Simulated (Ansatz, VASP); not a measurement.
**KAlH5 in VASP and in Ansatz**

```
K Al H
1.0
     3.29139    0.00000    0.00000
     0.00000    3.29139    0.00000
     0.00000    0.00000    5.95681
K Al H
1 1 5
Direct
  0.00000 0.00000 0.50000
  0.50000 0.50000 0.00000
  0.00000 0.50000 0.17392
  0.00000 0.50000 0.82608
  0.50000 0.00000 0.17392
  0.50000 0.00000 0.82608
  0.00000 0.00000 0.00000
```

Change from the starting cell: species swapped into the AlAsPt5 type (P4/mmm, No. 123).

Alike in both runs: functional PBE; k mesh 6 × 6 × 4; occupations gaussian, width 0.1 eV; no spin polarisation.

Ansatz relaxed the structure, and its values are those at the end. VASP's run is a single point on that final structure, the one shown.

|  | VASP | Ansatz |
| --- | --- | --- |
| version | VASP 6.6.1 | Ansatz 0.2.0 |
| potentials or method | VASP PAW PBE potentials, release 64 (K_sv, Al, H), cutoff 520 eV | scalar-relativistic, plane waves, PAW |
| valence electrons in the cell | 17 | 17 |

```csv
,VASP,Ansatz,Ansatz less VASP
gap on the k mesh at the Fermi level (eV),none,none,-
pressure (GPa),-0.3,-0.3,+0.03
rms of the force components (eV/Å),0.008,0.006,-0.0027
```

A gap of «none» marks a metal or a gap that the smearing closes. The functional is the same, so the differences come from potentials, cutoffs and numerics.
